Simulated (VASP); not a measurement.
# BaTiO3 (P4mm) in VASP: relaxation of the atoms with PBE

Aim: the relaxation of the atoms of BaTiO3 with PBE.

All numbers are computed with VASP 6.6.1; they aren't measurements. Logs are shortened: lines on timing, memory, paths and dates and some standing lists are left out, and cuts for length are marked.

### Step 1. The cell of the first run

Symmetry: P4mm, No. 99, tetragonal system. The conventional cell has a = 4.000 Å, b = 4.000 Å, c = 4.018 Å, α = 90.00°, β = 90.00°, γ = 90.00°. Within 3.7 Å of Ba (site symmetry 4mm) lie 12 O at 2.79 to 2.88 Å and 8 Ti at 3.45 to 3.49 Å. Ti (site symmetry 4mm) has 6 O at 1.89 to 2.13 Å within 2.5 Å. O (site symmetry 4mm) has 2 Ti at 1.89 to 2.13 Å within 2.5 Å. Within 2.9 Å of O (site symmetry 2mm) lie 2 Ti at 2.00 Å and 4 Ba at 2.79 to 2.88 Å and 8 O at 2.83 to 2.84 Å.

### Step 2. Relaxation of the atoms, PBE

INCAR reads:

```
SYSTEM = BaTiO3
PREC     = Accurate       ! precision mode
ENCUT    = 520            ! plane-wave cutoff, eV
EDIFF    = 1E-6           ! SCF threshold, eV
ISMEAR   = -1             ! smearing method
SIGMA    = 0.02           ! smearing width, eV
LREAL    = .FALSE.        ! projectors in reciprocal space
LASPH    = .TRUE.         ! aspherical terms in the spheres
NELM     = 80             ! most SCF steps
ALGO     = Normal         ! electronic algorithm
ISIF     = 2              ! what is computed and relaxed
LWAVE    = .FALSE.        ! write WAVECAR
LCHARG   = .FALSE.        ! write CHGCAR
GGA      = PE             ! functional
IBRION   = 2              ! ionic algorithm
NSW      = 80             ! ionic steps
EDIFFG   = -0.02          ! ionic threshold
```

KPOINTS reads:

```
Automatic mesh
0
G
  6 6 6
  0 0 0
```

POSCAR reads:

```
BaTiO3
1.0
    3.9998000000      0.0000000000      0.0000000000
    0.0000000000      3.9998000000      0.0000000000
    0.0000000000      0.0000000000      4.0180000000
Ba Ti O
1 1 3
Direct
    0.0000000000      0.0000000000      0.0000000000
    0.5000000000      0.5000000000      0.4900000000
    0.5000000000      0.5000000000      0.0190000000
    0.5000000000      0.0000000000      0.5170000000
    0.0000000000      0.5000000000      0.5170000000
```

Potentials or basis: VASP PAW PBE potentials, release 64 (Ba_sv, Ti_sv, O).

The run is started by

```console
$ cat potpaw_PBE.64/Ba_sv/POTCAR potpaw_PBE.64/Ti_sv/POTCAR potpaw_PBE.64/O/POTCAR > POTCAR
$ mpirun -np 1 vasp_std > vasp.out
```

OUTCAR:

```text
SYSTEM = BaTiO3
   PREC = Accurate
   ENCUT = 520
   EDIFF = 1E-6
   ISMEAR = -1
   LREAL = .FALSE.
   LASPH = .TRUE.
   NELM = 80
   ISIF = 2
   GGA = PE
   IBRION = 2
   NSW = 80
   EDIFFG = -0.02

 ion  position               nearest neighbor table
   1  0.000  0.000  0.000-   4 2.79   5 2.79   5 2.79   4 2.79   3 2.83   3 2.83   3 2.83   3 2.83
                             4 2.88   5 2.88   5 2.88   4 2.88   2 3.45   2 3.45   2 3.45   2 3.45
   2  0.500  0.500  0.490-   3 1.89   4 2.00   5 2.00   4 2.00   5 2.00   3 2.13   1 3.45   1 3.45
                             1 3.45   1 3.45   1 3.49   1 3.49   1 3.49   1 3.49
   3  0.500  0.500  0.019-   2 1.89   2 2.13   1 2.83   1 2.83   1 2.83   1 2.83
   4  0.500  0.000  0.517-   2 2.00   2 2.00   1 2.79   1 2.79   1 2.88   1 2.88
   5  0.000  0.500  0.517-   2 2.00   2 2.00   1 2.79   1 2.79   1 2.88   1 2.88

  LATTYP: Found a simple tetragonal cell.
 ALAT       =     3.9998000000
 C/A-ratio  =     1.0045502275

  Lattice vectors:

 A1 = (   3.9998000000,   0.0000000000,   0.0000000000)
 A2 = (   0.0000000000,   3.9998000000,   0.0000000000)
 A3 = (   0.0000000000,   0.0000000000,   4.0180000000)

Analysis of symmetry for initial positions (statically):
=====================================================================
 Subroutine PRICEL returns:
 Original cell was already a primitive cell.

 Routine SETGRP: Setting up the symmetry group for a
 simple tetragonal supercell.

 Subroutine GETGRP returns: Found  8 space group operations
 (whereof  8 operations were pure point group operations)
 out of a pool of 16 trial point group operations.

The static configuration has the point symmetry C_4v.

Analysis of symmetry for dynamics (positions and initial velocities):
=====================================================================
 Subroutine PRICEL returns:
 Original cell was already a primitive cell.

 Routine SETGRP: Setting up the symmetry group for a
 simple tetragonal supercell.

 Subroutine GETGRP returns: Found  8 space group operations
 (whereof  8 operations were pure point group operations)
 out of a pool of 16 trial point group operations.

The dynamic configuration has the point symmetry C_4v.

 Subroutine INISYM returns: Found  8 space group operations
 (whereof  8 operations are pure point group operations),
 and found     1 'primitive' translations

----------------------------------------------------------------------------------------

                                     Primitive cell

  volume of cell :      64.2816

  direct lattice vectors                    reciprocal lattice vectors
     3.999800000  0.000000000  0.000000000     0.250012501  0.000000000  0.000000000
     0.000000000  3.999800000  0.000000000     0.000000000  0.250012501  0.000000000
     0.000000000  0.000000000  4.018000000     0.000000000  0.000000000  0.248880040

  length of vectors
     3.999800000  3.999800000  4.018000000     0.250012501  0.250012501  0.248880040

  position of ions in fractional coordinates (direct lattice)
     0.000000000  0.000000000  0.000000000
     0.500000000  0.500000000  0.490000000
     0.500000000  0.500000000  0.019000000
     0.500000000  0.000000000  0.517000000
     0.000000000  0.500000000  0.517000000

  ion indices of the primitive-cell ions
   primitive index   ion index
                 1           1
                 2           2
                 3           3
                 4           4
                 5           5

----------------------------------------------------------------------------------------

 KPOINTS: Automatic mesh

Automatic generation of k-mesh.
 Grid dimensions read from file:
 generate k-points for:    6    6    6

 Generating k-lattice:

  Cartesian coordinates                     Fractional coordinates (reciprocal lattice)
     0.041668750  0.000000000  0.000000000     0.166666667  0.000000000  0.000000000
     0.000000000  0.041668750  0.000000000     0.000000000  0.166666667  0.000000000
     0.000000000  0.000000000  0.041480007     0.000000000  0.000000000  0.166666667

  Length of vectors
     0.041668750  0.041668750  0.041480007

  Shift w.r.t. Gamma in fractional coordinates (k-lattice)
     0.000000000  0.000000000  0.000000000

 Subroutine IBZKPT returns following result:
 ===========================================

 Found     40 irreducible k-points:

 Following reciprocal coordinates:
            Coordinates               Weight
  0.000000  0.000000  0.000000      1.000000
  0.166667  0.000000  0.000000      4.000000
  0.333333  0.000000  0.000000      4.000000
  0.500000  0.000000  0.000000      2.000000
  0.166667  0.166667  0.000000      4.000000
  0.333333  0.166667  0.000000      8.000000
[... 16 lines left out ...]
  0.333333  0.000000  0.333333      8.000000
  0.500000  0.000000  0.333333      4.000000
 [... further k-points ...]
   k-points           NKPTS =     40   k-points in BZ     NKDIM =     40   number of bands    NBANDS=     24
   number of dos      NEDOS =    301   number of ions     NIONS =      5
   total plane-waves  NPLWV =  27000
   dimension x,y,z NGX =    30 NGY =   30 NGZ =   30
   dimension x,y,z NGXF=    60 NGYF=   60 NGZF=   60
   ions per type =               1   1   3
   NGX,Y,Z   is equivalent  to a cutoff of  12.47, 12.47, 12.41 a.u.
   NGXF,Y,Z  is equivalent  to a cutoff of  24.94, 24.94, 24.83 a.u.
 SYSTEM =  BaTiO3
   PREC   = accura    normal or accurate (medium, high low for compatibility)
   ISTART =      0    job   : 0-new  1-cont  2-samecut
   ICHARG =      2    charge: 1-file 2-atom 10-const
   ISPIN  =      1    spin polarized calculation?
   LNONCOLLINEAR =      F non collinear calculations
   LSORBIT =      F    spin-orbit coupling
   LASPH  =      T    aspherical Exc in radial PAW
   ENCUT  =  520.0 eV  38.22 Ry    6.18 a.u.   7.44  7.44  7.47*2*pi/ulx,y,z
   NELM   =     80;   NELMIN=  2; NELMDL= -5     # of ELM steps
   EDIFF  = 0.1E-05   stopping-criterion for ELM
   LREAL  =      F    real-space projection
   EDIFFG = -.2E-01   stopping-criterion for IOM
   NSW    =     80    number of steps for IOM
   IBRION =      2    ionic relax: 0-MD 1-quasi-New 2-CG
   NFREE  =      1    steps in history (QN), initial steepest desc. (CG)
   ISIF   =      2    stress and relaxation
   ISYM   =      2    0-nonsym 1-usesym 2-fastsym
   POTIM  = 0.5000    time-step for ionic-motion
   TEBEG  =    0.0;   TEEND  =   0.0 temperature during run
   PSTRESS=    0.0 pullay stress
   NELECT =      40.0000    total number of electrons
   NUPDOWN=      -1.0000    fix difference up-down
   EMIN   =  10.00;   EMAX   =-10.00  energy-range for DOS
   EFERMI =   0.00;   METHOD = LEGACY
   ISMEAR =    -1;   SIGMA  =   0.02  broadening in eV -4-tet -1-fermi 0-gaus
   EFERMI_NEDOS =   21; number of points for ismear=-14 and -15
   IALGO  =     38    algorithm
   IMIX   =      4    mixing-type and parameters
     AMIX     =   0.40;   BMIX     =  1.00
     AMIX_MAG =   1.60;   BMIX_MAG =  1.00
  volume/ion in A,a.u.               =      12.86        86.76
  Fermi-wavevector in a.u.,A,eV,Ry     =   1.397653  2.641181 26.578078  1.953434
  Thomas-Fermi vector in A             =   2.520888
   LORBIT       =      0    0 simple, 1 ext, 2 COOP (PROOUT), +10 PAW based schemes
   GGA     = PE    functional components
   LHFCALC =     F    Hartree Fock is set to
   AEXX    =    0.0000 exact exchange contribution
   IVDW    =     0    specifies the selected vdW correction
   LEPSILON=     F    determine dielectric tensor
   LRPA    =     F    only Hartree local field effects (RPA)
 conjugate gradient relaxation of ions
 non-spin polarized calculation
  energy-cutoff  :      520.00
  volume of cell :       64.28
 maximum number of plane-waves:      1751
 NGX is ok and might be reduce to    30
   NGX = 15   NGY = 15   NGZ = 15

--------------------------------------- Ionic step        1  -------------------------------------------

 number of electron      39.9999977 magnetization

 Free energy of the ion-electron system (eV)
  ---------------------------------------------------
  ext. energy  EPLUGINS =         0.00000000
  ---------------------------------------------------
  free energy    TOTEN  =       -39.98206497 eV

  energy without entropy =      -39.98206497  energy(sigma->0) =      -39.98206497

------------------------ aborting loop because EDIFF is reached ----------------------------------------

  FORCE on cell =-STRESS in cart. coord.  units (eV):
  Direction    XX          YY          ZZ          XY          YZ          ZX
  --------------------------------------------------------------------------------------
  -------------------------------------------------------------------------------------
  Total        1.5701597      1.5701597      1.9475418      0.0000000      0.0000000      0.0000000
  in kB       39.1352326     39.1352326     48.5412415      0.0000000      0.0000000      0.0000000
  external PRESSURE =      42.2705689 kB  Pullay stress =       0.0000000 kB
[... 102 lines left out ...]
  energy  without entropy=      -39.9867245002  energy(sigma->0) =      -39.98672450

--------------------------------------- Ionic step        4  -------------------------------------------

 number of electron      39.9999980 magnetization

 Free energy of the ion-electron system (eV)
  ---------------------------------------------------
  ext. energy  EPLUGINS =         0.00000000
  ---------------------------------------------------
  free energy    TOTEN  =       -39.98680165 eV

  energy without entropy =      -39.98680165  energy(sigma->0) =      -39.98680165

 E-fermi :   4.4161     XC(G=0): -11.2392

 val. band max:        3.8691067828   @ k =   0.5000   0.5000   0.5000
 cond. band min:       5.6524175259   @ k =   0.0000   0.0000   0.0000
 fundamental gap:      1.7833107431
 Fermi energy:         4.4161421664

 k-point     1 :       0.0000    0.0000    0.0000
  band No.  band energies     occupation
      1     -52.7080      2.00000
      2     -28.9718      2.00000
      3     -28.9189      2.00000
      4     -28.9189      2.00000
      5     -21.0231      2.00000
      6     -13.0760      2.00000
[... 637 lines left out ...]
     23       7.6446      0.00000
     24       8.6468      0.00000

 [... further k-points ...]

------------------------ aborting loop because EDIFF is reached ----------------------------------------

  FORCE on cell =-STRESS in cart. coord.  units (eV):
  Direction    XX          YY          ZZ          XY          YZ          ZX
  --------------------------------------------------------------------------------------
  -------------------------------------------------------------------------------------
  Total        1.6269534      1.6269534      2.4391363      0.0000000     -0.0000000      0.0000000
  in kB       40.5507807     40.5507807     60.7939238      0.0000000     -0.0000000      0.0000000
  external PRESSURE =      47.2984951 kB  Pullay stress =       0.0000000 kB
[... 20 lines left out ...]
  FREE ENERGIE OF THE ION-ELECTRON SYSTEM (eV)
  ---------------------------------------------------
  free  energy   TOTEN  =       -39.9868016531 eV

  energy  without entropy=      -39.9868016531  energy(sigma->0) =      -39.98680165

 reached required accuracy - stopping structural energy minimisation
```

It took 2.8 min on 1 thread of Intel Xeon 8259CL, shared host; peak memory 0.21 GiB.

Results:

```
Free energy                  : -39.9868 eV
Energy gained by relaxing    : 0.9 meV/atom
Ionic steps                  : 4
Pressure after relaxing      : 4.7 GPa
Largest force after relaxing : 0.014 eV/Å
Band gap on the k mesh       : 1.78 eV (least direct gap 2.12 eV)
```

Forces in eV/Å, atoms in the order of the input:
```
Ba   0.000  0.000  0.000
Ti   0.000  0.000 -0.014
O    0.000  0.000 -0.005
O    0.000  0.000  0.009
O    0.000  0.000  0.009
```

The path:
```
step  energy change (eV)  largest force (eV/Å)  pressure (GPa)
   1              0.0000                0.2750            4.23
   2             -0.0041                0.0986            4.52
   3             -0.0047                0.0377            4.70
   4             -0.0047                0.0137            4.73
```

Final structure:
```
CELL_PARAMETERS angstrom
3.99980 0.00000 0.00000
0.00000 3.99980 0.00000
0.00000 0.00000 4.01800
ATOMIC_POSITIONS crystal
Ba 0.00000 0.00000 0.00157
Ti 0.50000 0.50000 0.48728
O 0.50000 0.50000 0.02407
O 0.50000 0.00000 0.51504
O 0.00000 0.50000 0.51504
```

Caveat: spin-orbit coupling is left out, which moves the levels of the heavy elements.
